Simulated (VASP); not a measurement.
# KPt12: single point with PBE+D3(BJ)

The system is KPt12, a slab with vacuum.

```
Pt K
1.0
     4.81154    0.00000    0.00000
    -2.40577    4.16692    0.00000
     0.00000    0.00000   25.80455
Pt K
12 1
Direct
  0.00000 0.33333 0.32940
  0.33333 0.00000 0.32940
  0.66667 0.66667 0.32940
  0.33333 0.33333 0.41730
  0.66667 0.00000 0.41730
  0.00000 0.66667 0.41730
  0.66166 0.33333 0.50527
  0.00000 0.99500 0.50527
  0.33834 0.67167 0.50527
  0.00000 0.33333 0.59017
  0.33333 0.00000 0.59821
  0.66667 0.66667 0.59821
  0.00000 0.33333 0.70071
```

```yaml
Program: VASP 6.6.1
Task: single point
Functional: PBE
Dispersion: D3(BJ)
Potentials_or_basis: VASP PAW PBE potentials, release 64 (Pt, K_sv)
Cutoff: 520 eV
k_mesh: 6 × 6 × 1
Occupations: gaussian, width 0.1 eV
Spin: no spin polarisation
```

```
Largest force              : 0.244 eV/Å
Band gap on the k mesh     : zero (an odd number of electrons rules out a gap without spin polarisation)
Dispersion energy per atom : -0.562 eV
```

Forces in eV/Å, atoms in the order of the input:
```
Pt   0.000  0.000 -0.196
Pt   0.000  0.000 -0.237
Pt   0.000  0.000 -0.237
Pt   0.006  0.000  0.244
Pt  -0.003 -0.005  0.244
Pt  -0.003  0.005  0.244
Pt  -0.001  0.000 -0.001
Pt   0.000 -0.001 -0.001
Pt   0.000  0.001 -0.001
Pt   0.000  0.000 -0.040
Pt   0.000  0.000 -0.017
Pt   0.000  0.000 -0.017
K    0.000  0.000  0.017
```

Levels at points of the mesh, in eV from the Fermi level:
```csv
k point,band 61,band 62,band 63,band 64,band 65,band 66,band 67,band 68
"(0.00, 0.00, 0.00)",-0.37,-0.33,-0.32,-0.32,-0.23,-0.23,-0.02,-0.02
"(0.50, 0.00, 0.00)",-0.28,-0.26,-0.22,-0.12,0.13,0.29,0.52,0.56
```

Run time: 12 min on 1 thread of Intel(R) Xeon(R) Platinum 8488C (Sapphire Rapids), on a shared host, peak memory 0.65 GiB.

Caveat: spin-orbit coupling is left out, which moves the levels of the heavy elements.
